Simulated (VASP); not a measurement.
# PbS (P6_3mc) in VASP: single point with PBE

Aim: the single point of PbS with PBE.

Everything below comes from runs of VASP 6.6.1. Logs are shortened: lines on timing, memory, paths and dates and some standing lists are left out, and cuts for length are marked.

### 1 The cell of the first run

The typed cell holds 4 atoms: a = 5.031 Å, b = 5.031 Å, c = 6.022 Å, α = 90.00°, β = 90.00°, γ = 120.00°.

### 2 Single point, PBE

The input, POSCAR:

```
PbS
1.0
    5.0312445844      0.0000000000      0.0000000000
   -2.5156222922      4.3571856227      0.0000000000
    0.0000000000      0.0000000000      6.0219463977
Pb S
2 2
Direct
    0.3333333333      0.6666666667      0.4367175555
    0.6666666667      0.3333333333      0.9367175555
    0.3333333333      0.6666666667      0.9364173745
    0.6666666667      0.3333333333      0.4364173745
```

The input, INCAR.step1:

```
PREC     = Accurate       # precision mode
ENCUT    = 520            # plane-wave cutoff, eV
EDIFF    = 1E-6           # SCF threshold, eV
ISMEAR   = 0              # smearing method
SIGMA    = 0.02           # smearing width, eV
LREAL    = F              # projectors in reciprocal space
LASPH    = T              # aspherical terms in the spheres
NELM     = 100            # most SCF steps
ALGO     = Normal         # electronic algorithm
ISIF     = 2              # what is computed and relaxed
LWAVE    = F              # write WAVECAR
LCHARG   = T              # write CHGCAR
GGA      = PE             # functional
NBANDS   = 28             # bands
```

The input, KPOINTS.step1:

```
regular mesh
0
Gamma
  6 6 6
```

The input, INCAR.step2:

```
PREC     = Accurate       # precision mode
ENCUT    = 520            # plane-wave cutoff, eV
EDIFF    = 1E-6           # SCF threshold, eV
ISMEAR   = -5             # smearing method
SIGMA    = 0.02           # smearing width, eV
LREAL    = F              # projectors in reciprocal space
LASPH    = T              # aspherical terms in the spheres
NELM     = 100            # most SCF steps
ALGO     = Normal         # electronic algorithm
ISIF     = 2              # what is computed and relaxed
LWAVE    = F              # write WAVECAR
LCHARG   = F              # write CHGCAR
GGA      = PE             # functional
LORBIT   = 11             # projections on sites
NBANDS   = 28             # bands
NEDOS    = 2001           # points of the DOS
ICHARG   = 11             # starting density
```

The input, KPOINTS.step2:

```
regular mesh
0
Gamma
  9 9 9
```

Potentials or basis: VASP PAW PBE potentials, release 64 (Pb_d, S).

Command:

```sh
$ cat potpaw_PBE.64/Pb_d/POTCAR potpaw_PBE.64/S/POTCAR > POTCAR
$ cp INCAR.step1 INCAR
$ cp KPOINTS.step1 KPOINTS
$ mpirun -np 1 vasp_std > vasp.out
$ cp INCAR.step2 INCAR
$ cp KPOINTS.step2 KPOINTS
$ mpirun -np 1 vasp_std > vasp.out
```

OUTCAR:

```text
PREC = Accurate
   ENCUT = 520
   EDIFF = 1E-6
   ISMEAR = -5
   LREAL = F
   LASPH = T
   NELM = 100
   ISIF = 2
   GGA = PE
   LORBIT = 11
   ICHARG = 11

 ion  position               nearest neighbor table
   1  0.333  0.667  0.437-   4 2.90   4 2.90   4 2.90   3 3.01   3 3.01
   2  0.667  0.333  0.937-   3 2.90   3 2.90   3 2.90   4 3.01   4 3.01
   3  0.333  0.667  0.936-   2 2.90   2 2.90   2 2.90   1 3.01   1 3.01
   4  0.667  0.333  0.436-   1 2.90   1 2.90   1 2.90   2 3.01   2 3.01

  LATTYP: Found a hexagonal cell.
 ALAT       =     5.0312445844
 C/A-ratio  =     1.1969098891

  Lattice vectors:

 A1 = (   5.0312445844,   0.0000000000,   0.0000000000)
 A2 = (  -2.5156222922,   4.3571856227,   0.0000000000)
 A3 = (   0.0000000000,   0.0000000000,   6.0219463977)

Analysis of symmetry for initial positions (statically):
=====================================================================
 Subroutine PRICEL returns:
 Original cell was already a primitive cell.

 Routine SETGRP: Setting up the symmetry group for a
 hexagonal supercell.

 Subroutine GETGRP returns: Found 12 space group operations
 (whereof  6 operations were pure point group operations)
 out of a pool of 24 trial point group operations.

The static configuration has the point symmetry C_3v.
 The point group associated with its full space group is C_6v.

Analysis of symmetry for dynamics (positions and initial velocities):
=====================================================================
 Subroutine PRICEL returns:
 Original cell was already a primitive cell.

 Routine SETGRP: Setting up the symmetry group for a
 hexagonal supercell.

 Subroutine GETGRP returns: Found 12 space group operations
 (whereof  6 operations were pure point group operations)
 out of a pool of 24 trial point group operations.

The dynamic configuration has the point symmetry C_3v.
 The point group associated with its full space group is C_6v.

 Subroutine INISYM returns: Found 12 space group operations
 (whereof  6 operations are pure point group operations),
 and found     1 'primitive' translations

----------------------------------------------------------------------------------------

                                     Primitive cell

  volume of cell :     132.0135

[... 95 lines left out ...]
   LREAL  =      F    real-space projection
   EDIFFG = 0.1E-04   stopping-criterion for IOM
   NSW    =      0    number of steps for IOM
   IBRION =     -1    ionic relax: 0-MD 1-quasi-New 2-CG
   NFREE  =      0    steps in history (QN), initial steepest desc. (CG)
   ISIF   =      2    stress and relaxation
   ISYM   =      2    0-nonsym 1-usesym 2-fastsym
   POTIM  = 0.5000    time-step for ionic-motion
   TEBEG  =    0.0;   TEEND  =   0.0 temperature during run
   PSTRESS=    0.0 pullay stress
   NELECT =      40.0000    total number of electrons
   NUPDOWN=      -1.0000    fix difference up-down
   EMIN   =  10.00;   EMAX   =-10.00  energy-range for DOS
   EFERMI =   0.00;   METHOD = LEGACY
   ISMEAR =    -5;   SIGMA  =   0.02  broadening in eV -4-tet -1-fermi 0-gaus
   EFERMI_NEDOS =   21; number of points for ismear=-14 and -15
   IALGO  =     38    algorithm
   IMIX   =      4    mixing-type and parameters
     AMIX     =   0.40;   BMIX     =  1.00
     AMIX_MAG =   1.60;   BMIX_MAG =  1.00
  volume/ion in A,a.u.               =      33.00       222.72
  Fermi-wavevector in a.u.,A,eV,Ry     =   1.099568  2.077882 16.450117  1.209049
  Thomas-Fermi vector in A             =   2.235965
   LORBIT       =     11    0 simple, 1 ext, 2 COOP (PROOUT), +10 PAW based schemes
   GGA     = PE    functional components
   LHFCALC =     F    Hartree Fock is set to
   AEXX    =    0.0000 exact exchange contribution
   IVDW    =     0    specifies the selected vdW correction
   LEPSILON=     F    determine dielectric tensor
   LRPA    =     F    only Hartree local field effects (RPA)
 non-spin polarized calculation
 Fermi weights with tetrahedron method with Bloechl corrections
  energy-cutoff  :      520.00
  volume of cell :      132.01
 maximum number of plane-waves:      3599
 NGX is ok and might be reduce to    40

 number of electron      39.9999997 magnetization

 Free energy of the ion-electron system (eV)
  ---------------------------------------------------
  ext. energy  EPLUGINS =         0.00000000
  ---------------------------------------------------
  free energy    TOTEN  =       -17.24091130 eV

  energy without entropy =      -17.24091130  energy(sigma->0) =      -17.24091130

 E-fermi :   3.4551     XC(G=0):  -8.3198

 val. band max:        3.4535532736   @ k =   0.3333   0.3333   0.4444
 cond. band min:       5.0356149307   @ k =   0.2222   0.2222   0.4444
 fundamental gap:      1.5820616572
 Fermi energy:         3.4551297521

 k-point     1 :       0.0000    0.0000    0.0000
  band No.  band energies     occupation
      1     -13.2088      2.00000
      2     -13.1262      2.00000
      3     -13.1262      2.00000
      4     -13.1256      2.00000
      5     -13.1256      2.00000
      6     -13.1221      2.00000
[... 733 lines left out ...]
     27       8.9410      0.00000
     28      10.2082      0.00000

 [... further k-points ...]
[... 5 lines left out ...]
  --------------------------------------------------------------------------------------
  -------------------------------------------------------------------------------------
  Total       -0.0423187     -0.0423187     -0.0753572      0.0000000      0.0000000      0.0000000
  in kB       -0.5136000     -0.5136000     -0.9145696      0.0000000      0.0000000      0.0000000
  external PRESSURE =      -0.6472565 kB  Pullay stress =       0.0000000 kB

 VOLUME and BASIS-vectors are now :
 -----------------------------------------------------------------------------
  energy-cutoff  :      520.00
  volume of cell :      132.01
      direct lattice vectors                 reciprocal lattice vectors
     5.031244584  0.000000000  0.000000000     0.198757978  0.114752972  0.000000000
    -2.515622292  4.357185623  0.000000000     0.000000000  0.229505944  0.000000000
     0.000000000  0.000000000  6.021946398     0.000000000  0.000000000  0.166059266

 POSITION                                       TOTAL-FORCE (eV/Angst)
 -----------------------------------------------------------------------------------
     -0.00000      2.90479      2.62989         0.000000      0.000000     -0.000225
      2.51562      1.45240      5.64086        -0.000000     -0.000000     -0.000225
     -0.00000      2.90479      5.63906         0.000000      0.000000      0.000225
      2.51562      1.45240      2.62808        -0.000000     -0.000000      0.000225
 -----------------------------------------------------------------------------------
    total drift:                                0.000000     -0.000000     -0.000050

  FREE ENERGIE OF THE ION-ELECTRON SYSTEM (eV)
  ---------------------------------------------------
  free  energy   TOTEN  =       -17.2409113011 eV

  energy  without entropy=      -17.2409113011  energy(sigma->0) =      -17.24091130

 total charge

# of ion       s       p       d       tot
------------------------------------------
    1        1.486   0.504   9.837  11.827
    2        1.486   0.504   9.837  11.827
    3        1.353   2.329   0.000   3.682
    4        1.353   2.329   0.000   3.682
--------------------------------------------------
tot          5.679   5.665  19.673  31.017
```

OUTCAR.step1:

```text
PREC = Accurate
   ENCUT = 520
   EDIFF = 1E-6
   ISMEAR = 0
   LREAL = F
[... 976 lines left out ...]
     -0.00000      2.90479      2.62989         0.000000     -0.000000     -0.000202
      2.51562      1.45240      5.64086        -0.000000      0.000000     -0.000202
     -0.00000      2.90479      5.63906         0.000000      0.000000      0.000202
      2.51562      1.45240      2.62808         0.000000     -0.000000      0.000202
 -----------------------------------------------------------------------------------
    total drift:                                0.000000     -0.000000      0.000112

  FREE ENERGIE OF THE ION-ELECTRON SYSTEM (eV)
  ---------------------------------------------------
  free  energy   TOTEN  =       -17.2409267010 eV

  energy  without entropy=      -17.2409267010  energy(sigma->0) =      -17.24092670
```

OSZICAR.step1:

```text
N       E                     dE             d eps       ncg     rms          rms(c)
DAV:   1     0.414825051199E+03    0.41483E+03   -0.18416E+04  1568   0.144E+03
DAV:   2     0.320384950991E+02   -0.38279E+03   -0.37159E+03  1580   0.385E+02
DAV:   3    -0.159379425710E+02   -0.47976E+02   -0.46972E+02  2032   0.154E+02
DAV:   4    -0.183681781278E+02   -0.24302E+01   -0.24181E+01  1828   0.377E+01
DAV:   5    -0.184738914548E+02   -0.10571E+00   -0.10569E+00  2052   0.817E+00    0.661E+00
DAV:   6    -0.172198812481E+02    0.12540E+01   -0.32905E+00  2184   0.102E+01    0.423E+00
DAV:   7    -0.172311866113E+02   -0.11305E-01   -0.48959E-01  1692   0.279E+00    0.281E+00
DAV:   8    -0.172476333474E+02   -0.16447E-01   -0.94853E-02  1948   0.254E+00    0.133E+00
DAV:   9    -0.172388803464E+02    0.87530E-02   -0.24710E-02  2168   0.125E+00    0.298E-01
DAV:  10    -0.172406090843E+02   -0.17287E-02   -0.46406E-03  1848   0.324E-01    0.117E-01
DAV:  11    -0.172408793367E+02   -0.27025E-03   -0.37121E-04  1728   0.126E-01    0.504E-02
DAV:  12    -0.172409184035E+02   -0.39067E-04   -0.48343E-05  1728   0.491E-02    0.724E-03
DAV:  13    -0.172409265086E+02   -0.81050E-05   -0.23829E-05  1572   0.225E-02    0.311E-03
DAV:  14    -0.172409267010E+02   -0.19240E-06   -0.24145E-06  1528   0.125E-02
   1 F= -.17240927E+02 E0= -.17240927E+02  d E =-.861000E-13
```

It took 1.9 min on 1 thread of AMD EPYC 9R45 (Zen 5), shared host; peak memory 0.33 GiB.

Results:

```yaml
Valence_electrons_inside_the_program's_atomic_spheres: Pb 11.83; S 3.68
```

Caveat: spin-orbit coupling is left out, which moves the levels of the heavy elements.
